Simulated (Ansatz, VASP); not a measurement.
## Two plane-wave programs on Mg4O

Contents of INCAR:

```
ALGO = Normal
DIPOL = 0.5 0.5 0.330
EDIFF = 1E-7
ENCUT = 520
GGA = CA
IDIPOL = 3
ISIF = 2
ISMEAR = 0
LASPH = T
LCHARG = T
LDIPOL = T
LELF = T
LREAL = F
LVACPOTAV = T
LVHAR = T
LWAVE = F
NBANDS = 15
NELM = 60
PREC = Accurate
SIGMA = 0.1
```

KPOINTS

```
k-points
0
Gamma
  8 5 1
```

Contents of POSCAR:

```
Mg4O
1.0
    3.1466128697      0.0000000000      0.0000000000
    0.0000000000      5.0388886589      0.0000000000
    0.0000000000      0.0000000000     20.5846139733
Mg O
4 1
Direct
    0.0000000000      0.7500000000      0.1943198937
    0.5000000000      0.2500000000      0.2384474589
    0.5000000000      0.7500000000      0.3306067122
    0.0000000000      0.2500000000      0.3684603453
    0.2500000000      0.5000000000      0.5205156622
```

Input for Ansatz:

```yaml
crystal:
  lattice:
    - [3.1466128697, 0.0, 0.0]
    - [0.0, 5.0388886589, 0.0]
    - [0.0, 0.0, 20.5846139733]
  atoms:
    - { symbol: Mg, position: [0.0, 0.75, 0.1943198937] }
    - { symbol: Mg, position: [0.5, 0.25, 0.2384474589] }
    - { symbol: Mg, position: [0.5, 0.75, 0.3306067122] }
    - { symbol: Mg, position: [0.0, 0.25, 0.3684603453] }
    - { symbol: O, position: [0.25, 0.5, 0.5205156622] }
basis:
  ecutwfc: 420
kpoints:
  mp_grid: { grid: [8, 5, 1] }
hamiltonian:
  xc: lda
scf:
  occupations: { method: gaussian, width: 0.1 }
output:
  forces: true
  eigenvalues: true
efield:
  axis: 3
  dipole_correction: true
  ramp_width: 0.04
```

Alike in both runs: task single point; functional LDA; k mesh 8 × 5 × 1; occupations gaussian, width 0.1 eV; no spin polarisation.

|  | VASP | Ansatz |
| --- | --- | --- |
| version | VASP 6.6.1 | Ansatz 0.2.0 |
| potentials or method | VASP PAW LDA potentials, release 64 (Mg, O), cutoff 520 eV | scalar-relativistic, plane waves, PAW |
| valence electrons in the cell | 14 | 46 |

```csv
,VASP,Ansatz,Ansatz less VASP
gap on the k mesh at the Fermi level (eV),none,none,-
rms of the force components (eV/Å),0.381,0.379,-0.0018
"work function, face that differs most (eV)",3.73,3.71,-0.015
```

LDA's correlation is that of Perdew and Zunger in VASP and of Perdew and Wang (1992) in Ansatz. Atom by atom the forces differ by 0.007 eV/Å (rms over components). A gap of «none» marks a metal or a gap that the smearing closes. VASP's potentials hold 14 valence electrons a cell and Ansatz's 46, so a difference there can come from the potentials and not from the codes.
